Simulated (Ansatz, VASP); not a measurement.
One calculation of Hg, two programs

Contents of INCAR:

```
SYSTEM = Hg
ALGO = Fast
EDIFF = 1E-6
ENCUT = 520
GGA = PS
ISIF = 2
ISMEAR = 0
IVDW = 12
LASPH = .TRUE.
LCHARG = .TRUE.
LELF = .TRUE.
LREAL = .FALSE.
LVHAR = .TRUE.
LWAVE = .FALSE.
NBANDS = 19
NELM = 100
PREC = Accurate
SIGMA = 0.15
```

The input KPOINTS:

```
k-points
0
G
  18 18 10
  0 0 0
```

File POSCAR:

```
Hg
1.0
    3.3118000000      0.0000000000      0.0000000000
   -1.6559000000      2.8681029323      0.0000000000
    0.0000000000      0.0000000000      5.2374000000
Hg
2
Direct
    0.6666666667      0.3333333333      0.7500000000
    0.3333333333      0.6666666667      0.2500000000
```

Input for Ansatz:

```yaml
crystal:
  lattice:
    - [3.3118, 0.0, 0.0]
    - [-1.6559, 2.8681029323, 0.0]
    - [0.0, 0.0, 5.2374]
  atoms:
    - { symbol: Hg, position: [0.6666666667, 0.3333333333, 0.75] }
    - { symbol: Hg, position: [0.3333333333, 0.6666666667, 0.25] }
basis:
  ecutwfc: 420
kpoints:
  mp_grid: { grid: [18, 18, 10] }
hamiltonian:
  xc: pbesol
  dispersion: d3bj
scf:
  occupations: { method: gaussian, width: 0.15 }
output:
  forces: true
  stress: true
  eigenvalues: true
```

Alike in both runs: task single point; functional PBEsol; dispersion D3(BJ); k mesh 18 × 18 × 10; occupations gaussian, width 0.15 eV; no spin polarisation.

|  | VASP | Ansatz |
| --- | --- | --- |
| version | VASP 6.6.1 | Ansatz 0.2.0 |
| potentials or method | VASP PAW PBE potentials, release 64 (Hg), cutoff 520 eV | scalar-relativistic, plane waves, PAW |
| valence electrons in the cell | 24 | 40 |

Ansatz gave:

```
gap on the k mesh at the Fermi level (eV)                     : none
pressure (GPa)                                                : -3.9
traceless stress, the component that is largest in VASP (GPa) : -0.15
```

**Question.** What did VASP give for the same quantities?

**Answer.** gap on the k mesh at the Fermi level (eV): none; pressure (GPa): -3.6; traceless stress, the component that is largest in VASP (GPa): -0.13.

VASP's potentials were made for PBE, not for PBEsol. A gap of «none» marks a metal or a gap that the smearing closes. VASP's potentials hold 24 valence electrons a cell and Ansatz's 40, so a difference there can come from the potentials and not from the codes.

Spin-orbit coupling is off throughout.
